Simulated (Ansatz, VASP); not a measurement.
One calculation of CoSi, two programs

The input INCAR:

```
SYSTEM = CoSi
  PREC = Accurate
  ENCUT = 520
  EDIFF = 1E-6
  ISMEAR = -1
  SIGMA = 0.1
  LREAL = .FALSE.
  LASPH = .TRUE.
  NELM = 150
  ALGO = Normal
  ISIF = 2
  LWAVE = .FALSE.
  LCHARG = .TRUE.
  ISPIN = 2
  MAGMOM = 0.5 0
  LORBIT = 11
  LMAXMIX = 4
  GGA = PE
  LELF = .TRUE.
  LVHAR = .TRUE.
  NBANDS = 18
```

KPOINTS

```
regular mesh
0
G
  12 12 13
  0 0 0
```

POSCAR

```
CoSi
1.0
    2.8095716175      0.0000000000      0.0000000000
    0.0000000000      2.8095716175      0.0000000000
    0.0000000000      0.0000000000      2.7257073200
Co Si
1 1
Direct
    0.0000000000      0.0000000000      0.0000000000
    0.5000000000      0.5000000000      0.5000000000
```

Input for Ansatz:

```yaml
crystal:
  lattice:
    - [2.8095716175, 0.0, 0.0]
    - [0.0, 2.8095716175, 0.0]
    - [0.0, 0.0, 2.72570732]
  atoms:
    - { symbol: Co, position: [0.0, 0.0, 0.0], spin: 0.5 }
    - { symbol: Si, position: [0.5, 0.5, 0.5] }
magnetization:
  spin_polarized: true
kpoints:
  mp_grid: { grid: [12, 12, 13] }
scf:
  occupations: { method: fermi_dirac, width: 0.1 }
  lower_state_search: "off"
hamiltonian:
  xc: pbe
  pseudopotentials: { kind: all_electron, datasets: crystal }
output:
  eigenvalues: false
  eigenstates:
    nscf_kmesh: { grid: [18, 18, 19] }
    top_band: c21
    magnetocrystalline_anisotropy:
      directions: [[0.0, 0.0, 1.0], [1.0, 0.0, 0.0], [0.70710678, 0.70710678, 0.0]]
```

Change from the starting cell: stretched by -2 % along [0.0, 0.0, 1.0] at fixed volume; anisotropy by the force theorem, datasets made for the crystal.

Alike in both runs: task single point; functional PBE; k mesh 12 × 12 × 13; occupations fermi-dirac, width 0.1 eV; collinear spin.

```csv
,VASP,Ansatz
version,VASP 6.6.1,Ansatz 0.2.0
potentials or method,"VASP PAW PBE potentials, release 64 (Co, Si), cutoff 520 eV","all-electron PAW with datasets made for the crystal, scalar-relativistic"
```

|  | VASP | Ansatz | Ansatz less VASP |
| --- | --- | --- | --- |
| net moment per atom (μB) | 0.25 | 0.27 | +0.018 |
| size of the moment on the site where the two differ most (μB) | 0.51 | 0.55 | +0.043 |

Site moments also hang on the region over which each program counts them. Ansatz ran all-electron here, and VASP with PAW potentials. Ansatz's warnings: band levels unverified.
